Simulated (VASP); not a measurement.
# TiC (Fm-3m) in VASP: notebook

TiC is run at these levels: BLYP+D3(BJ), PBE+D3(BJ), RPBE+D4, BLYP; tasks: relaxation of cell and atoms, single point.

Program: VASP 6.6.1. These are calculated values, not measurements. Logs are shortened: lines on timing, memory, paths and dates and some standing lists are left out, and cuts for length are marked.

## Step 1: The cell of the first run

Symmetry: Fm-3m, No. 225, cubic system. The conventional cell has a = 4.331 Å, b = 4.331 Å, c = 4.331 Å, α = 90.00°, β = 90.00°, γ = 90.00°. Ti (site symmetry m-3m) has 6 C at 2.17 Å within 2.9 Å. Within 2.9 Å of C (site symmetry m-3m) lie 6 Ti at 2.17 Å.

## Step 2: Relaxation of cell and atoms, BLYP+D3(BJ)

Contents of INCAR:

```
PREC     = Accurate       # precision mode
ENCUT    = 600            # plane-wave cutoff, eV
EDIFF    = 1E-7           # SCF threshold, eV
ISMEAR   = -1             # smearing method
SIGMA    = 0.05           # smearing width, eV
LREAL    = False          # projectors in reciprocal space
LASPH    = True           # aspherical terms in the spheres
NELM     = 60             # most SCF steps
ALGO     = Normal         # electronic algorithm
ISIF     = 3              # what is computed and relaxed
LWAVE    = False          # write WAVECAR
LCHARG   = False          # write CHGCAR
GGA      = B5             # functional
ALDAX    = 1.0          
AGGAX    = 1.0          
AGGAC    = 1.0          
ALDAC    = 0.0          
IVDW     = 12             # dispersion correction
IBRION   = 2              # ionic algorithm
NSW      = 60             # ionic steps
EDIFFG   = -0.01          # ionic threshold
VDW_S6   = 1.0          
VDW_S8   = 2.6996       
VDW_A1   = 0.4298       
VDW_A2   = 4.2359
```

Contents of KPOINTS:

```
regular mesh
0
Gamma
  11 11 11
```

Contents of POSCAR:

```
TiC
1.0
    0.0000000000      2.1657188437      2.1657188437
    2.1657188437      0.0000000000      2.1657188437
    2.1657188437      2.1657188437      0.0000000000
Ti C
1 1
Direct
    0.0000000000      0.0000000000      0.0000000000
    0.5000000000      0.5000000000      0.5000000000
```

Potentials or basis: VASP PAW PBE potentials, release 64 (Ti_sv, C).

The run is started by

```sh
$ cat potpaw_PBE.64/Ti_sv/POTCAR potpaw_PBE.64/C/POTCAR > POTCAR
$ mpirun -np 1 vasp_std > vasp.out
```

OUTCAR:

```text
PREC = Accurate
   ENCUT = 600
   EDIFF = 1E-7
   ISMEAR = -1
   LREAL = False
   LASPH = True
   NELM = 60
   ISIF = 3
   GGA = B5
   IVDW = 12
   IBRION = 2
   NSW = 60
   EDIFFG = -0.01
 IVDW          = 12

 ion  position               nearest neighbor table
   1  0.000  0.000  0.000-   2 2.17   2 2.17   2 2.17   2 2.17   2 2.17   2 2.17
   2  0.500  0.500  0.500-   1 2.17   1 2.17   1 2.17   1 2.17   1 2.17   1 2.17

  LATTYP: Found a face centered cubic cell.
 ALAT       =     4.3314376874

  Lattice vectors:

 A1 = (   0.0000000000,   2.1657188437,   2.1657188437)
 A2 = (   2.1657188437,   0.0000000000,   2.1657188437)
 A3 = (   2.1657188437,   2.1657188437,   0.0000000000)

Analysis of symmetry for initial positions (statically):
=====================================================================
 Subroutine PRICEL returns:
 Original cell was already a primitive cell.

 Routine SETGRP: Setting up the symmetry group for a
 face centered cubic supercell.

 Subroutine GETGRP returns: Found 48 space group operations
[... 9 lines left out ...]

 Routine SETGRP: Setting up the symmetry group for a
 face centered cubic supercell.

 Subroutine GETGRP returns: Found 48 space group operations
[... 11 lines left out ...]
                                     Primitive cell

  volume of cell :      20.3159

  direct lattice vectors                    reciprocal lattice vectors
     0.000000000  2.165718844  2.165718844    -0.230870227  0.230870227  0.230870227
     2.165718844  0.000000000  2.165718844     0.230870227 -0.230870227  0.230870227
     2.165718844  2.165718844  0.000000000     0.230870227  0.230870227 -0.230870227

  length of vectors
     3.062788961  3.062788961  3.062788961     0.399878962  0.399878962  0.399878962

  position of ions in fractional coordinates (direct lattice)
[... 8 lines left out ...]
----------------------------------------------------------------------------------------

 KPOINTS: regular mesh

Automatic generation of k-mesh.
 Grid dimensions read from file:
 generate k-points for:   11   11   11

 Generating k-lattice:

  Cartesian coordinates                     Fractional coordinates (reciprocal lattice)
    -0.020988202  0.020988202  0.020988202     0.090909091  0.000000000  0.000000000
     0.020988202 -0.020988202  0.020988202     0.000000000  0.090909091  0.000000000
     0.020988202  0.020988202 -0.020988202     0.000000000  0.000000000  0.090909091

  Length of vectors
     0.036352633  0.036352633  0.036352633

  Shift w.r.t. Gamma in fractional coordinates (k-lattice)
     0.000000000  0.000000000  0.000000000

 Subroutine IBZKPT returns following result:
 ===========================================

 Found     56 irreducible k-points:

 Following reciprocal coordinates:
            Coordinates               Weight
  0.000000  0.000000  0.000000      1.000000
  0.090909  0.000000  0.000000      8.000000
  0.181818  0.000000  0.000000      8.000000
  0.272727  0.000000  0.000000      8.000000
  0.363636  0.000000  0.000000      8.000000
  0.454545  0.000000  0.000000      8.000000
[... 16 lines left out ...]
 -0.272727  0.181818  0.000000     24.000000
 -0.181818  0.181818  0.000000     12.000000
 [... further k-points ...]
   k-points           NKPTS =     56   k-points in BZ     NKDIM =     56   number of bands    NBANDS=     12
   number of dos      NEDOS =    301   number of ions     NIONS =      2
   total plane-waves  NPLWV =  13824
   dimension x,y,z NGX =    24 NGY =   24 NGZ =   24
   dimension x,y,z NGXF=    48 NGYF=   48 NGZF=   48
   ions per type =               1   1
   NGX,Y,Z   is equivalent  to a cutoff of  13.03, 13.03, 13.03 a.u.
   NGXF,Y,Z  is equivalent  to a cutoff of  26.05, 26.05, 26.05 a.u.
 SYSTEM =  unknown system
   PREC   = accura    normal or accurate (medium, high low for compatibility)
   ISTART =      0    job   : 0-new  1-cont  2-samecut
   ICHARG =      2    charge: 1-file 2-atom 10-const
   ISPIN  =      1    spin polarized calculation?
   LNONCOLLINEAR =      F non collinear calculations
   LSORBIT =      F    spin-orbit coupling
   LASPH  =      T    aspherical Exc in radial PAW
   ENCUT  =  600.0 eV  44.10 Ry    6.64 a.u.   6.12  6.12  6.12*2*pi/ulx,y,z
   NELM   =     60;   NELMIN=  2; NELMDL= -5     # of ELM steps
   EDIFF  = 0.1E-06   stopping-criterion for ELM
   LREAL  =      F    real-space projection
   EDIFFG = -.1E-01   stopping-criterion for IOM
   NSW    =     60    number of steps for IOM
   IBRION =      2    ionic relax: 0-MD 1-quasi-New 2-CG
   NFREE  =      1    steps in history (QN), initial steepest desc. (CG)
   ISIF   =      3    stress and relaxation
   ISYM   =      2    0-nonsym 1-usesym 2-fastsym
   POTIM  = 0.5000    time-step for ionic-motion
   TEBEG  =    0.0;   TEEND  =   0.0 temperature during run
   PSTRESS=    0.0 pullay stress
   NELECT =      16.0000    total number of electrons
   NUPDOWN=      -1.0000    fix difference up-down
   EMIN   =  10.00;   EMAX   =-10.00  energy-range for DOS
   EFERMI =   0.00;   METHOD = LEGACY
   ISMEAR =    -1;   SIGMA  =   0.05  broadening in eV -4-tet -1-fermi 0-gaus
   EFERMI_NEDOS =   21; number of points for ismear=-14 and -15
   IALGO  =     38    algorithm
   IMIX   =      4    mixing-type and parameters
     AMIX     =   0.40;   BMIX     =  1.00
     AMIX_MAG =   1.60;   BMIX_MAG =  1.00
  volume/ion in A,a.u.               =      10.16        68.55
  Fermi-wavevector in a.u.,A,eV,Ry     =   1.511829  2.856943 31.097854  2.285628
  Thomas-Fermi vector in A             =   2.621834
   LORBIT       =      0    0 simple, 1 ext, 2 COOP (PROOUT), +10 PAW based schemes
   GGA     = B5    functional components
   LHFCALC =     F    Hartree Fock is set to
   AEXX    =    0.0000 exact exchange contribution
   IVDW    =    12    specifies the selected vdW correction
   LEPSILON=     F    determine dielectric tensor
   LRPA    =     F    only Hartree local field effects (RPA)
 conjugate gradient relaxation of ions
 non-spin polarized calculation
  energy-cutoff  :      600.00
  volume of cell :       20.32
 maximum number of plane-waves:       690
   NGX = 13   NGY = 13   NGZ = 13

--------------------------------------- Ionic step        1  -------------------------------------------

 number of electron      16.0000000 magnetization

 Free energy of the ion-electron system (eV)
  ---------------------------------------------------
  ext. energy  EPLUGINS =         0.00000000
  ---------------------------------------------------
  free energy    TOTEN  =       -17.02425327 eV

  energy without entropy =      -17.02180811  energy(sigma->0) =      -17.02303069

 E-fermi :   9.9076     XC(G=0): -12.0431

 val. band max:        9.7890953784   @ k =   0.1818   0.1818   0.0000
 cond. band min:       9.9621208856   @ k =   0.0909   0.0000   0.0000
 fundamental gap:      0.1730255071
 Fermi energy:         9.9076093634

 k-point     1 :       0.0000    0.0000    0.0000
  band No.  band energies     occupation
      1     -46.6189      2.00000
      2     -22.7963      2.00000
      3     -22.7963      2.00000
      4     -22.7963      2.00000
      5      -2.3865      2.00000
      6      10.5284      0.00001
      7      10.5284      0.00001
      8      10.5284      0.00001
      9      11.4615      0.00000
     10      11.4615      0.00000
     11      11.4615      0.00000
     12      11.4742      0.00000

 k-point     2 :       0.0909    0.0000    0.0000
  band No.  band energies     occupation
      1     -46.6131      2.00000
      2     -22.8364      2.00000
      3     -22.8001      2.00000
      4     -22.8001      2.00000
      5      -2.2046      2.00000
      6       9.7292      1.94508
      7       9.9621      0.50315
      8       9.9621      0.50315
      9      10.8274      0.00000
     10      10.8274      0.00000
     11      11.8667      0.00000
     12      12.9374      0.00000
[... 387 lines left out ...]
 VOLUME and BASIS-vectors are now :
 -----------------------------------------------------------------------------
  energy-cutoff  :      600.00
  volume of cell :       18.90
      direct lattice vectors                 reciprocal lattice vectors
     0.000000000  2.114082552  2.114082552    -0.236509213  0.236509213  0.236509213
     2.114082552  0.000000000  2.114082552     0.236509213 -0.236509213  0.236509213
     2.114082552  2.114082552 -0.000000000     0.236509213  0.236509213 -0.236509213

 POSITION                                       TOTAL-FORCE (eV/Angst)
 -----------------------------------------------------------------------------------
      0.00000      2.11408      2.11408        -0.000000     -0.000000     -0.000000
      2.11408      2.11408      2.11408         0.000000      0.000000      0.000000
 -----------------------------------------------------------------------------------
    total drift:                               -0.000000     -0.000000     -0.000000

  FREE ENERGIE OF THE ION-ELECTRON SYSTEM (eV)
  ---------------------------------------------------
  free  energy   TOTEN  =       -19.0269068324 eV

  energy  without entropy=      -19.0243899217  energy(sigma->0) =      -19.02564838

--------------------------------------- Ionic step        3  -------------------------------------------

 number of electron      16.0000004 magnetization

 Free energy of the ion-electron system (eV)
  ---------------------------------------------------
  ext. energy  EPLUGINS =         0.00000000
  ---------------------------------------------------
  free energy    TOTEN  =       -16.97292348 eV

  energy without entropy =      -16.97048518  energy(sigma->0) =      -16.97170433

 E-fermi :  10.2869     XC(G=0): -12.2033

 val. band max:       10.1860626684   @ k =   0.4545   0.4545   0.0000
 cond. band min:      10.3365933818   @ k =   0.0909   0.0000   0.0000
 fundamental gap:      0.1505307134
 Fermi energy:        10.2869169185

 k-point     1 :       0.0000    0.0000    0.0000
  band No.  band energies     occupation
      1     -46.1566      2.00000
      2     -22.3157      2.00000
      3     -22.3157      2.00000
      4     -22.3157      2.00000
      5      -2.1526      2.00000
      6      10.9181      0.00001
      7      10.9181      0.00001
      8      10.9181      0.00001
      9      11.8771      0.00000
     10      11.8771      0.00000
     11      11.8771      0.00000
     12      11.9191      0.00000

 k-point     2 :       0.0909    0.0000    0.0000
  band No.  band energies     occupation
      1     -46.1500      2.00000
      2     -22.3608      2.00000
      3     -22.3198      2.00000
      4     -22.3198      2.00000
      5      -1.9632      2.00000
      6      10.0942      1.95852
      7      10.3366      0.54043
      8      10.3366      0.54043
      9      11.2330      0.00000
     10      11.2330      0.00000
     11      12.3071      0.00000
     12      13.4205      0.00000
[... 347 lines left out ...]
 VOLUME and BASIS-vectors are now :
 -----------------------------------------------------------------------------
  energy-cutoff  :      600.00
  volume of cell :       19.69
      direct lattice vectors                 reciprocal lattice vectors
     0.000000000  2.143135643  2.143135643    -0.233303012  0.233303012  0.233303012
     2.143135643  0.000000000  2.143135643     0.233303012 -0.233303012  0.233303012
     2.143135643  2.143135643 -0.000000000     0.233303012  0.233303012 -0.233303012

 POSITION                                       TOTAL-FORCE (eV/Angst)
 -----------------------------------------------------------------------------------
      0.00000      0.00000      0.00000        -0.000000      0.000000     -0.000000
      2.14314      2.14314      2.14314         0.000000     -0.000000      0.000000
 -----------------------------------------------------------------------------------
    total drift:                                0.000000     -0.000000     -0.000000

  FREE ENERGIE OF THE ION-ELECTRON SYSTEM (eV)
  ---------------------------------------------------
  free  energy   TOTEN  =       -19.0541608642 eV

  energy  without entropy=      -19.0517225650  energy(sigma->0) =      -19.05294171

 reached required accuracy - stopping structural energy minimisation
```

It took 34 s on 1 thread of Intel Xeon 6975P-C (Granite Rapids), shared host; peak memory 0.16 GiB.

Results:

```yaml
Free_energy: -19.0542 eV
Relaxed_volume: 9.84 Å³/atom
Relaxed_cell: a = 3.031 Å, b = 3.031 Å, c = 3.031 Å, α = 60.00°, β = 60.00°, γ = 60.00°
Space_group_after_relaxing_to_0.05_Å: Fm-3m (No. 225)
Energy_gained_by_relaxing: 7.9 meV/atom
Ionic_steps: 3
Pressure_after_relaxing: -0.1 GPa
Band_gap_on_the_k_mesh: zero (band 8 reaches 10.92 eV, above the bottom of band 9 at 9.81 eV)
Dispersion_energy_per_atom: -1.041 eV
```

The path:
| step | energy change (eV) | largest force (eV/Å) | pressure (GPa) | volume (Å³) |
| --- | --- | --- | --- | --- |
| 1 | 0.0000 | 0.0000 | -7.80 | 20.32 |
| 2 | 0.0114 | 0.0000 | 11.52 | 18.90 |
| 3 | -0.0159 | 0.0000 | -0.08 | 19.69 |

Final structure:
```
Ti C
1.0
     0.00000    2.14314    2.14314
     2.14314    0.00000    2.14314
     2.14314    2.14314    0.00000
Ti C
1 1
Direct
  0.00000 0.00000 0.00000
  0.50000 0.50000 0.50000
```

Levels at points of the mesh, in eV from the Fermi level:
```tsv
k point	band 4	band 5	band 6	band 7	band 8	band 9	band 10	band 11	band 12
(0.00, 0.00, 0.00)	-32.60	-12.44	0.63	0.63	0.63	1.59	1.59	1.59	1.63
```

Caveat: the PAW data sets were made with another functional, which shifts forces and pressure a little; pairwise dispersion overbinds metals, which lowers pressure and volume.

## Step 3: Single point, PBE+D3(BJ)

This run uses another cell than the first one, of 9.55 Å³/atom, 0.940 times its volume.

Contents of INCAR:

```
PREC     = Accurate       # precision mode
ENCUT    = 520            # plane-wave cutoff, eV
EDIFF    = 1E-6           # SCF threshold, eV
ISMEAR   = -1             # smearing method
SIGMA    = 0.05           # smearing width, eV
LREAL    = False          # projectors in reciprocal space
LASPH    = True           # aspherical terms in the spheres
NELM     = 100            # most SCF steps
ALGO     = Normal         # electronic algorithm
ISIF     = 2              # what is computed and relaxed
LWAVE    = False          # write WAVECAR
LCHARG   = False          # write CHGCAR
GGA      = PE             # functional
IVDW     = 12             # dispersion correction
NBANDS   = 15             # bands
```

KPOINTS is that of step 2.

Contents of POSCAR:

```
TiC
1.0
    0.0000000000      2.1215080947      2.1215080947
    2.1215080947      0.0000000000      2.1215080947
    2.1215080947      2.1215080947      0.0000000000
Ti C
1 1
Direct
    0.0000000000      0.0000000000      0.0000000000
    0.5000000000      0.5000000000      0.5000000000
```

Potentials or basis: VASP PAW PBE potentials, release 64 (Ti_sv, C).

The run is started by

```sh
$ cat potpaw_PBE.64/Ti_sv/POTCAR potpaw_PBE.64/C/POTCAR > POTCAR
$ mpirun -np 1 vasp_std > vasp.out
```

Run time: 13 s. Hardware: 1 thread of AMD EPYC 7R13 (Zen 3), shared host; peak memory 0.13 GiB.

Results (log left out):

```
Free energy                : -19.5924 eV
Pressure                   : 9.8 GPa
Band gap on the k mesh     : zero (band 8 reaches 10.87 eV, above the bottom of band 9 at 9.74 eV)
Dispersion energy per atom : -0.475 eV
```

Levels at points of the mesh, in eV from the Fermi level:
```
           k point  band 6  band 7  band 8  band 9  band 10  band 11
(0.00, 0.00, 0.00)    0.64    0.64    0.64    1.69     1.69     1.69
```

Caveat: pairwise dispersion overbinds metals, which lowers pressure and volume.

## Step 4: Single point, RPBE+D4

This run uses another cell than the first one, of 9.55 Å³/atom, 0.940 times its volume.

Contents of INCAR:

```
PREC = Accurate
ENCUT = 520
EDIFF = 1E-6
ISMEAR = -1
SIGMA = 0.05
LREAL = False
LASPH = True
NELM = 80
ALGO = Normal
ISIF = 2
LWAVE = False
LCHARG = False
GGA = RP
IVDW = 13
NBANDS = 15
```

Contents of KPOINTS:

```
Automatic mesh
0
Gamma
  11 11 11
```

POSCAR is that of step 3.

The run is started by

```sh
$ cat potpaw_PBE.64/Ti_sv/POTCAR potpaw_PBE.64/C/POTCAR > POTCAR
$ mpirun -np 1 vasp_std > vasp.out
```

It took 14 s on 1 thread of AMD EPYC 7R13 (Zen 3), shared host; peak memory 0.12 GiB.

Results (log left out):

```
Free energy                : -18.9204 eV
Pressure                   : 10.7 GPa
Band gap on the k mesh     : zero (band 8 reaches 11.00 eV, above the bottom of band 9 at 9.85 eV)
Dispersion energy per atom : -0.612 eV
```

Levels at points of the mesh, in eV from the Fermi level:
```tsv
k point	band 4	band 5	band 6	band 7	band 8	band 9	band 10	band 11	band 12	band 13
(0.00, 0.00, 0.00)	-32.54	-12.83	0.66	0.66	0.66	1.69	1.69	1.69	1.77	1.77
```

Caveat: the PAW data sets were made with another functional, which shifts forces and pressure a little; pairwise dispersion overbinds metals, which lowers pressure and volume.

(Part 1 of 2 ends here.)
